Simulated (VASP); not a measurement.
Here is a VASP 6.6.1 calculation.

Contents of INCAR:

```
SYSTEM = Hf
ALGO = Normal ; EDIFF = 1E-6
ENCUT = 520 ; GGA = PS
ISIF = 2 ; ISMEAR = 0
LASPH = .True. ; LCHARG = .False.
LREAL = .False. ; LWAVE = .False.
NBANDS = 17 ; NELM = 100
PREC = Accurate ; SIGMA = 0.15
```

KPOINTS

```
k-points
0
Gamma
  18 18 10
  0 0 0
```

POSCAR

```
Hf
1.0
    3.0023000000      0.0000000000      0.0000000000
   -1.5011500000      2.6000680698      0.0000000000
    0.0000000000      0.0000000000      4.3967000000
Hf
2
Direct
    0.3333333333      0.6666666667      0.2500000000
    0.6666666667      0.3333333333      0.7500000000
```

Potentials or basis: VASP PAW PBE potentials, release 64 (Hf_pv).

The run is started by

```bash
$ cat potpaw_PBE.64/Hf_pv/POTCAR > POTCAR
$ mpirun -np 1 vasp_std > vasp.out
```

**Question.** What does it give for the pressure?

**Answer.** 39.5 GPa.

**Question.** Predict the band gap on the k mesh.

**Answer.** Zero (bands 10 and 11 overlap by 1.69 eV).

Stress tensor (GPa, compression positive):
```
33.90  0.00  0.00
 0.00 33.90  0.00
 0.00  0.00 50.74
```

Caveat: the stress differs along the axes, from 34 to 51 GPa; the PAW data sets were made with another functional, which shifts forces and pressure a little; spin-orbit coupling is left out, which moves the levels of the heavy elements.
